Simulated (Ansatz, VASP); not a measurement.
Two plane-wave programs on SnO2

```
Sn O
1.0
    -2.19326    2.19326    4.96861
     2.19326   -2.19326    4.96861
     2.19326    2.19326   -4.96861
Sn O
2 4
Direct
  0.75000 0.25000 0.50000
  0.00000 0.00000 0.00000
  0.79615 0.79615 0.00000
  0.95385 0.45385 0.50000
  0.20385 0.20385 0.00000
  0.54615 0.04615 0.50000
```

Alike in both runs: functional PBEsol; k mesh 10 × 10 × 10; occupations gaussian, width 0.05 eV; no spin polarisation.

Ansatz relaxed the structure, and its values are those at the end. VASP's run is a single point on that final structure, the one shown.

|  | VASP | Ansatz |
| --- | --- | --- |
| version | VASP 6.6.1 | Ansatz 0.2.0 |
| potentials or method | VASP PAW PBE potentials, release 64 (Sn_d, O), cutoff 520 eV | scalar-relativistic, plane waves, PAW |
| valence electrons in the cell | 52 | 52 |

```csv
,VASP,Ansatz,Ansatz less VASP
gap on the k mesh at the Fermi level (eV),0.95,0.96,+0.013
least direct gap on the mesh (eV),1.23,1.25,+0.012
pressure (GPa),-13.0,-13.4,-0.38
rms of the force components (eV/Å),0.027,0.000,-0.0270
```

VASP's potentials were made for PBE, not for PBEsol, and Ansatz warns of the same on its side. The functional is the same, so the differences come from potentials, cutoffs and numerics. Ansatz's warnings: stress scf threshold loose.
